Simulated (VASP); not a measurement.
# Zr2N (P4_2/mnm) in VASP: further runs

Runs on Zr2N. Level: r2SCAN. Tasks: single point.

Everything below comes from runs of VASP 6.6.1. Logs are shortened: lines on timing, memory, paths and dates and some standing lists are left out, and cuts for length are marked.

### 1 The cell of the first run

The structure is tetragonal, space group P4_2/mnm (No. 136). The conventional cell has a = 5.413 Å, b = 5.413 Å, c = 3.308 Å, α = 90.00°, β = 90.00°, γ = 90.00°. Zr (site symmetry m2m) has 3 N at 2.27 Å within 3.0 Å. N (site symmetry mmm) has 6 Zr at 2.27 Å within 3.0 Å.

### 2 Single point, r2SCAN

POSCAR

```
Zr2N
1.0
    5.4130027300      0.0000000000      0.0000000000
    0.0000000000      5.4130027300      0.0000000000
    0.0000000000      0.0000000000      3.3077891900
Zr N
4 2
Direct
    0.2961254600      0.2961254600      0.0000000000
    0.7038745400      0.7038745400      0.0000000000
    0.7961254600      0.2038745400      0.5000000000
    0.2038745400      0.7961254600      0.5000000000
    0.0000000000      0.0000000000      0.0000000000
    0.5000000000      0.5000000000      0.5000000000
```

INCAR.step1

```
PREC = Accurate
ENCUT = 520
ISMEAR = 0
SIGMA = 0.1
LREAL = F
LASPH = T
NELM = 60
NBANDS = 38
GGA = PE
ALGO = Normal
EDIFF = 1E-4
LWAVE = T
LCHARG = F
```

INCAR.step2

```
PREC = Accurate
ENCUT = 520
EDIFF = 1E-6
ISMEAR = 0
SIGMA = 0.1
LREAL = F
LASPH = T
NELM = 60
ALGO = Normal
ISIF = 2
LWAVE = F
LCHARG = T
METAGGA = R2SCAN
LMIXTAU = T
LELF = T
LVHAR = T
NBANDS = 38
ISTART = 1
```

KPOINTS

```
Automatic mesh
0
Gamma
  1 1 2
```

Potentials or basis: VASP PAW PBE potentials, release 64 (Zr_sv, N).

Launch:

```
cat potpaw_PBE.64/Zr_sv/POTCAR potpaw_PBE.64/N/POTCAR > POTCAR
cp INCAR.step1 INCAR
mpirun -np 1 vasp_std > vasp.out
cp INCAR.step2 INCAR
mpirun -np 1 vasp_std > vasp.out
```

OUTCAR:

```text
PREC = Accurate
   ENCUT = 520
   EDIFF = 1E-6
   ISMEAR = 0
   LREAL = F
   LASPH = T
   NELM = 60
   ISIF = 2
   METAGGA = R2SCAN
   ISTART = 1

 ion  position               nearest neighbor table
   1  0.296  0.296  0.000-   5 2.27   6 2.27   6 2.27   2 3.12   4 3.21   3 3.21   4 3.21   3 3.21
                             4 3.21   4 3.21   3 3.21   3 3.21   2 3.89   2 3.89
   2  0.704  0.704  0.000-   5 2.27   6 2.27   6 2.27   1 3.12   4 3.21   3 3.21   4 3.21   3 3.21
                             3 3.21   3 3.21   4 3.21   4 3.21   1 3.89   1 3.89
   3  0.796  0.204  0.500-   6 2.27   5 2.27   5 2.27   4 3.12   1 3.21   1 3.21   2 3.21   2 3.21
                             2 3.21   2 3.21   1 3.21   1 3.21   4 3.89   4 3.89
   4  0.204  0.796  0.500-   6 2.27   5 2.27   5 2.27   3 3.12   1 3.21   1 3.21   2 3.21   2 3.21
                             1 3.21   1 3.21   2 3.21   2 3.21   3 3.89   3 3.89
   5  0.000  0.000  0.000-   1 2.27   2 2.27   3 2.27   4 2.27   3 2.27   4 2.27
   6  0.500  0.500  0.500-   3 2.27   4 2.27   1 2.27   2 2.27   1 2.27   2 2.27

  LATTYP: Found a simple tetragonal cell.
 ALAT       =     5.4130027300
 C/A-ratio  =     0.6110821211

  Lattice vectors:

 A1 = (   5.4130027300,   0.0000000000,   0.0000000000)
 A2 = (   0.0000000000,   5.4130027300,   0.0000000000)
 A3 = (   0.0000000000,   0.0000000000,   3.3077891900)

Analysis of symmetry for initial positions (statically):
=====================================================================
 Subroutine PRICEL returns:
 Original cell was already a primitive cell.

 Routine SETGRP: Setting up the symmetry group for a
 simple tetragonal supercell.

 Subroutine GETGRP returns: Found 16 space group operations
 (whereof  8 operations were pure point group operations)
 out of a pool of 16 trial point group operations.

The static configuration has the point symmetry D_2h.
 The point group associated with its full space group is D_4h.

Analysis of symmetry for dynamics (positions and initial velocities):
=====================================================================
 Subroutine PRICEL returns:
 Original cell was already a primitive cell.

 Routine SETGRP: Setting up the symmetry group for a
 simple tetragonal supercell.

 Subroutine GETGRP returns: Found 16 space group operations
 (whereof  8 operations were pure point group operations)
 out of a pool of 16 trial point group operations.

The dynamic configuration has the point symmetry D_2h.
 The point group associated with its full space group is D_4h.

 Subroutine INISYM returns: Found 16 space group operations
 (whereof  8 operations are pure point group operations),
 and found     1 'primitive' translations

----------------------------------------------------------------------------------------

                                     Primitive cell

  volume of cell :      96.9202

  direct lattice vectors                    reciprocal lattice vectors
     5.413002730  0.000000000  0.000000000     0.184740347  0.000000000  0.000000000
     0.000000000  5.413002730  0.000000000     0.000000000  0.184740347  0.000000000
     0.000000000  0.000000000  3.307789190     0.000000000  0.000000000  0.302316727

  length of vectors
     5.413002730  5.413002730  3.307789190     0.184740347  0.184740347  0.302316727

  position of ions in fractional coordinates (direct lattice)
     0.296125460  0.296125460  0.000000000
     0.703874540  0.703874540  0.000000000
     0.796125460  0.203874540  0.500000000
     0.203874540  0.796125460  0.500000000
     0.000000000  0.000000000  0.000000000
     0.500000000  0.500000000  0.500000000

  ion indices of the primitive-cell ions
   primitive index   ion index
                 1           1
                 2           2
                 3           3
                 4           4
                 5           5
                 6           6

----------------------------------------------------------------------------------------

 KPOINTS: Automatic mesh

Automatic generation of k-mesh.
 Grid dimensions read from file:
 generate k-points for:    1    1    2

 Generating k-lattice:

  Cartesian coordinates                     Fractional coordinates (reciprocal lattice)
     0.184740347  0.000000000  0.000000000     1.000000000  0.000000000  0.000000000
     0.000000000  0.184740347  0.000000000     0.000000000  1.000000000  0.000000000
     0.000000000  0.000000000  0.151158363     0.000000000  0.000000000  0.500000000

  Length of vectors
     0.184740347  0.184740347  0.151158363

  Shift w.r.t. Gamma in fractional coordinates (k-lattice)
     0.000000000  0.000000000  0.000000000

 Subroutine IBZKPT returns following result:
 ===========================================

 Found      2 irreducible k-points:

 Following reciprocal coordinates:
            Coordinates               Weight
  0.000000  0.000000  0.000000      1.000000
  0.000000  0.000000  0.500000      1.000000
   k-points           NKPTS =      2   k-points in BZ     NKDIM =      2   number of bands    NBANDS=     38
   number of dos      NEDOS =    301   number of ions     NIONS =      6
   total plane-waves  NPLWV =  44800
   dimension x,y,z NGX =    40 NGY =   40 NGZ =   28
   dimension x,y,z NGXF=    80 NGYF=   80 NGZF=   56
   ions per type =               4   2
   NGX,Y,Z   is equivalent  to a cutoff of  12.28, 12.28, 14.07 a.u.
   NGXF,Y,Z  is equivalent  to a cutoff of  24.57, 24.57, 28.14 a.u.
 SYSTEM =  unknown system
   PREC   = accura    normal or accurate (medium, high low for compatibility)
   ISTART =      1    job   : 0-new  1-cont  2-samecut
   ICHARG =      0    charge: 1-file 2-atom 10-const
   ISPIN  =      1    spin polarized calculation?
   LNONCOLLINEAR =      F non collinear calculations
   LSORBIT =      F    spin-orbit coupling
   LASPH  =      T    aspherical Exc in radial PAW
   ENCUT  =  520.0 eV  38.22 Ry    6.18 a.u.  10.06 10.06  6.15*2*pi/ulx,y,z
   NELM   =     60;   NELMIN=  2; NELMDL=  0     # of ELM steps
   EDIFF  = 0.1E-05   stopping-criterion for ELM
   LREAL  =      F    real-space projection
   EDIFFG = 0.1E-04   stopping-criterion for IOM
   NSW    =      0    number of steps for IOM
   IBRION =     -1    ionic relax: 0-MD 1-quasi-New 2-CG
   NFREE  =      0    steps in history (QN), initial steepest desc. (CG)
   ISIF   =      2    stress and relaxation
   ISYM   =      2    0-nonsym 1-usesym 2-fastsym
   POTIM  = 0.5000    time-step for ionic-motion
   TEBEG  =    0.0;   TEEND  =   0.0 temperature during run
   PSTRESS=    0.0 pullay stress
   NELECT =      58.0000    total number of electrons
   NUPDOWN=      -1.0000    fix difference up-down
   EMIN   =  10.00;   EMAX   =-10.00  energy-range for DOS
   EFERMI =   0.00;   METHOD = LEGACY
   ISMEAR =     0;   SIGMA  =   0.10  broadening in eV -4-tet -1-fermi 0-gaus
   EFERMI_NEDOS =   21; number of points for ismear=-14 and -15
   IALGO  =     38    algorithm
   IMIX   =      4    mixing-type and parameters
     AMIX     =   0.40;   BMIX     =  1.00
     AMIX_MAG =   1.60;   BMIX_MAG =  1.00
  volume/ion in A,a.u.               =      16.15       109.01
  Fermi-wavevector in a.u.,A,eV,Ry     =   1.379577  2.607023 25.895066  1.903234
  Thomas-Fermi vector in A             =   2.504534
   LORBIT       =      0    0 simple, 1 ext, 2 COOP (PROOUT), +10 PAW based schemes
   METAGGA = R2SCAN    functional components
   LHFCALC =     F    Hartree Fock is set to
   AEXX    =    0.0000 exact exchange contribution
   IVDW    =     0    specifies the selected vdW correction
   LEPSILON=     F    determine dielectric tensor
   LRPA    =     F    only Hartree local field effects (RPA)
 non-spin polarized calculation
 Gauss-broadening in eV      SIGMA  =   0.10
  energy-cutoff  :      520.00
  volume of cell :       96.92
 maximum number of plane-waves:      2617
   NGX = 21   NGY = 21   NGZ = 13

 number of electron      58.0000002 magnetization

 Free energy of the ion-electron system (eV)
  ---------------------------------------------------
  ext. energy  EPLUGINS =         0.00000000
  ---------------------------------------------------
  free energy    TOTEN  =      -117.62617817 eV

  energy without entropy =     -117.61552861  energy(sigma->0) =     -117.62085339

 E-fermi :  10.5596     XC(G=0): -12.5545

 val. band max:       10.4295935498   @ k =   0.0000   0.0000   0.0000
 cond. band min:      10.6920713602   @ k =   0.0000   0.0000   0.0000
 fundamental gap:      0.2624778104
 Fermi energy:        10.5596319080

 k-point     1 :       0.0000    0.0000    0.0000
  band No.  band energies     occupation
      1     -40.7387      2.00000
      2     -40.5931      2.00000
      3     -40.5931      2.00000
      4     -40.5318      2.00000
      5     -18.9641      2.00000
      6     -18.2854      2.00000
      7     -18.2297      2.00000
      8     -18.2297      2.00000
      9     -18.1135      2.00000
     10     -17.8447      2.00000
     11     -17.8447      2.00000
     12     -17.8245      2.00000
     13     -17.7145      2.00000
     14     -17.5661      2.00000
     15     -17.5661      2.00000
     16     -17.5039      2.00000
     17      -6.7144      2.00000
     18      -5.1689      2.00000
     19       3.5192      2.00000
     20       3.5192      2.00000
     21       4.2146      2.00000
     22       5.3069      2.00000
     23       5.3069      2.00000
     24       5.8052      2.00000
     25       6.0773      2.00000
     26       7.6644      2.00000
     27       9.9693      2.00000
     28      10.4296      1.93409
     29      10.6921      0.06107
     30      10.7741      0.00242
     31      10.7741      0.00242
     32      11.1762      0.00000
     33      11.3030      0.00000
     34      11.3030      0.00000
     35      12.3612      0.00000
     36      12.7479      0.00000
     37      12.7479      0.00000
     38      12.7586      0.00000

 k-point     2 :       0.0000    0.0000    0.5000
  band No.  band energies     occupation
      1     -40.5973      2.00000
      2     -40.5973      2.00000
      3     -40.5562      2.00000
      4     -40.5562      2.00000
      5     -18.5370      2.00000
      6     -18.5370      2.00000
      7     -18.3033      2.00000
      8     -18.3033      2.00000
      9     -18.1998      2.00000
     10     -18.1998      2.00000
     11     -17.8772      2.00000
     12     -17.8772      2.00000
     13     -17.8577      2.00000
     14     -17.8577      2.00000
     15     -17.8165      2.00000
     16     -17.8165      2.00000
     17      -5.8141      2.00000
     18      -5.8141      2.00000
     19       4.2856      2.00000
     20       4.2856      2.00000
     21       4.9412      2.00000
     22       4.9412      2.00000
     23       5.1743      2.00000
     24       5.1743      2.00000
     25       8.5291      2.00000
     26       8.5291      2.00000
     27       8.5547      2.00000
     28       8.5547      2.00000
     29       8.6454      2.00000
     30       8.6454      2.00000
     31      11.8139      0.00000
     32      11.8139      0.00000
     33      12.9707      0.00000
     34      12.9707      0.00000
     35      13.6056      0.00000
     36      13.6056      0.00000
     37      13.9201      0.00000
     38      13.9201      0.00000

------------------------ aborting loop because EDIFF is reached ----------------------------------------

  FORCE on cell =-STRESS in cart. coord.  units (eV):
  Direction    XX          YY          ZZ          XY          YZ          ZX
  --------------------------------------------------------------------------------------
  -------------------------------------------------------------------------------------
  Total        4.4546155      4.4546155     -3.9147615      0.0000000      0.0000000      0.0000000
  in kB       73.6387640     73.6387640    -64.7144969      0.0000000      0.0000000      0.0000000
  external PRESSURE =      27.5210103 kB  Pullay stress =       0.0000000 kB

 VOLUME and BASIS-vectors are now :
 -----------------------------------------------------------------------------
  energy-cutoff  :      520.00
  volume of cell :       96.92
      direct lattice vectors                 reciprocal lattice vectors
     5.413002730  0.000000000  0.000000000     0.184740347  0.000000000  0.000000000
     0.000000000  5.413002730  0.000000000     0.000000000  0.184740347  0.000000000
     0.000000000  0.000000000  3.307789190     0.000000000  0.000000000  0.302316727

 POSITION                                       TOTAL-FORCE (eV/Angst)
 -----------------------------------------------------------------------------------
      1.60293      1.60293      0.00000         0.751964      0.751964     -0.000000
      3.81007      3.81007      0.00000        -0.751964     -0.751964      0.000000
      4.30943      1.10357      1.65389         0.751964     -0.751964      0.000000
      1.10357      4.30943      1.65389        -0.751964      0.751964      0.000000
      0.00000      0.00000      0.00000         0.000000      0.000000      0.000000
      2.70650      2.70650      1.65389         0.000000      0.000000      0.000000
 -----------------------------------------------------------------------------------
    total drift:                                0.000000     -0.000000     -0.000000

  FREE ENERGIE OF THE ION-ELECTRON SYSTEM (eV)
  ---------------------------------------------------
  free  energy   TOTEN  =      -117.6261781728 eV

  energy  without entropy=     -117.6155286121  energy(sigma->0) =     -117.62085339
```

It took 1.9 min on 1 thread of Intel Xeon 8259CL, shared host; peak memory 0.21 GiB.

What came out:

- Free energy: -117.6262 eV
- Pressure: 2.8 GPa
- Largest force: 1.063 eV/Å
- Band gap on the k mesh: zero (bands 29 and 30 overlap by 2.05 eV)

Forces in eV/Å, atoms in the order of the input:
```
Zr   0.752  0.752  0.000
Zr  -0.752 -0.752  0.000
Zr   0.752 -0.752  0.000
Zr  -0.752  0.752  0.000
N    0.000  0.000  0.000
N    0.000  0.000  0.000
```

Levels at points of the mesh, in eV from the Fermi level:
```tsv
k point	band 27	band 28	band 29	band 30	band 31	band 32
(0.00, 0.00, 0.00)	-0.59	-0.13	0.13	0.21	0.21	0.62
(0.00, 0.00, 0.50)	-2.00	-2.00	-1.91	-1.91	1.25	1.25
```

Caveat: the k points lie up to 1.16 Å⁻¹ apart, too coarse for converged energies and pressures of a metal; the PAW data sets were made with another functional, which shifts forces and pressure a little.

### 3 Single point, r2SCAN

POSCAR is that of step 2.

INCAR.step1 is that of step 2.

INCAR.step2

```
PREC = Accurate
ENCUT = 520
EDIFF = 1E-7
ISMEAR = 0
SIGMA = 0.1
LREAL = F
LASPH = T
NELM = 60
ALGO = Normal
ISIF = 2
LWAVE = F
LCHARG = F
METAGGA = R2SCAN
LMIXTAU = T
NBANDS = 38
ISTART = 1
```

KPOINTS

```
regular mesh
0
Gamma
  2 2 4
```

Potentials or basis: VASP PAW PBE potentials, release 64 (Zr_sv, N).

Launch:

```
cat potpaw_PBE.64/Zr_sv/POTCAR potpaw_PBE.64/N/POTCAR > POTCAR
cp INCAR.step1 INCAR
mpirun -np 1 vasp_std > vasp.out
cp INCAR.step2 INCAR
mpirun -np 1 vasp_std > vasp.out
```

OUTCAR:

```text
PREC = Accurate
   ENCUT = 520
   EDIFF = 1E-7
   ISMEAR = 0
   LREAL = F
   LASPH = T
   NELM = 60
   ISIF = 2
   METAGGA = R2SCAN
   ISTART = 1

 ion  position               nearest neighbor table
   1  0.296  0.296  0.000-   5 2.27   6 2.27   6 2.27   2 3.12   4 3.21   3 3.21   4 3.21   3 3.21
                             4 3.21   4 3.21   3 3.21   3 3.21   2 3.89   2 3.89
   2  0.704  0.704  0.000-   5 2.27   6 2.27   6 2.27   1 3.12   4 3.21   3 3.21   4 3.21   3 3.21
                             3 3.21   3 3.21   4 3.21   4 3.21   1 3.89   1 3.89
   3  0.796  0.204  0.500-   6 2.27   5 2.27   5 2.27   4 3.12   1 3.21   1 3.21   2 3.21   2 3.21
                             2 3.21   2 3.21   1 3.21   1 3.21   4 3.89   4 3.89
   4  0.204  0.796  0.500-   6 2.27   5 2.27   5 2.27   3 3.12   1 3.21   1 3.21   2 3.21   2 3.21
                             1 3.21   1 3.21   2 3.21   2 3.21   3 3.89   3 3.89
   5  0.000  0.000  0.000-   1 2.27   2 2.27   3 2.27   4 2.27   3 2.27   4 2.27
   6  0.500  0.500  0.500-   3 2.27   4 2.27   1 2.27   2 2.27   1 2.27   2 2.27

  LATTYP: Found a simple tetragonal cell.
 ALAT       =     5.4130027300
 C/A-ratio  =     0.6110821211

  Lattice vectors:

 A1 = (   5.4130027300,   0.0000000000,   0.0000000000)
 A2 = (   0.0000000000,   5.4130027300,   0.0000000000)
[... 176 lines left out ...]

 k-point     1 :       0.0000    0.0000    0.0000
  band No.  band energies     occupation
      1     -40.7008      2.00000
      2     -40.5551      2.00000
      3     -40.5551      2.00000
      4     -40.4943      2.00000
      5     -18.9281      2.00000
      6     -18.3371      2.00000
[... 358 lines left out ...]
     37      14.6645      0.00000
     38      14.6645      0.00000

------------------------ aborting loop because EDIFF is reached ----------------------------------------

  FORCE on cell =-STRESS in cart. coord.  units (eV):
  Direction    XX          YY          ZZ          XY          YZ          ZX
  --------------------------------------------------------------------------------------
  -------------------------------------------------------------------------------------
  Total       -0.7827999     -0.7827999      0.4029280      0.0000000      0.0000000      0.0000000
  in kB      -12.9403793    -12.9403793      6.6607595      0.0000000      0.0000000      0.0000000
  external PRESSURE =      -6.4066663 kB  Pullay stress =       0.0000000 kB

 VOLUME and BASIS-vectors are now :
 -----------------------------------------------------------------------------
  energy-cutoff  :      520.00
  volume of cell :       96.92
      direct lattice vectors                 reciprocal lattice vectors
     5.413002730  0.000000000  0.000000000     0.184740347  0.000000000  0.000000000
     0.000000000  5.413002730  0.000000000     0.000000000  0.184740347  0.000000000
     0.000000000  0.000000000  3.307789190     0.000000000  0.000000000  0.302316727

 POSITION                                       TOTAL-FORCE (eV/Angst)
 -----------------------------------------------------------------------------------
      1.60293      1.60293      0.00000        -0.107004     -0.107004      0.000000
      3.81007      3.81007      0.00000         0.107004      0.107004     -0.000000
      4.30943      1.10357      1.65389        -0.107004      0.107004     -0.000000
      1.10357      4.30943      1.65389         0.107004     -0.107004     -0.000000
      0.00000      0.00000      0.00000        -0.000000     -0.000000     -0.000000
      2.70650      2.70650      1.65389        -0.000000     -0.000000     -0.000000
 -----------------------------------------------------------------------------------
    total drift:                                0.000000     -0.000000     -0.000000

  FREE ENERGIE OF THE ION-ELECTRON SYSTEM (eV)
  ---------------------------------------------------
  free  energy   TOTEN  =      -117.8542723964 eV

  energy  without entropy=     -117.8148853272  energy(sigma->0) =     -117.83457886
```

OUTCAR.step1:

```text
PREC = Accurate
   ENCUT = 520
   ISMEAR = 0
   LREAL = F
[... 594 lines left out ...]
      4.30943      1.10357      1.65389        -0.169138      0.169138      0.000000
      1.10357      4.30943      1.65389         0.169138     -0.169138     -0.000000
      0.00000      0.00000      0.00000         0.000000      0.000000      0.000000
      2.70650      2.70650      1.65389         0.000000      0.000000      0.000000
 -----------------------------------------------------------------------------------
    total drift:                                0.000000     -0.000000     -0.000000

  FREE ENERGIE OF THE ION-ELECTRON SYSTEM (eV)
  ---------------------------------------------------
  free  energy   TOTEN  =       -58.4529244009 eV

  energy  without entropy=      -58.4108742635  energy(sigma->0) =      -58.43189933
```

Wall time 4 min (1 thread of Intel Xeon 8259CL, shared host); peak memory 0.22 GiB.

What came out:

```yaml
Free_energy: -117.8543 eV
Pressure: -0.6 GPa
Largest_force: 0.151 eV/Å
Band_gap_on_the_k_mesh: zero (bands 29 and 30 overlap by 2.63 eV)
```

Forces on the atoms (eV/Å):
```
Zr  -0.107 -0.107  0.000
Zr   0.107  0.107  0.000
Zr  -0.107  0.107  0.000
Zr   0.107 -0.107  0.000
N    0.000  0.000  0.000
N    0.000  0.000  0.000
```

Caveat: the k points lie up to 0.58 Å⁻¹ apart, too coarse for converged energies and pressures of a metal; the PAW data sets were made with another functional, which shifts forces and pressure a little.
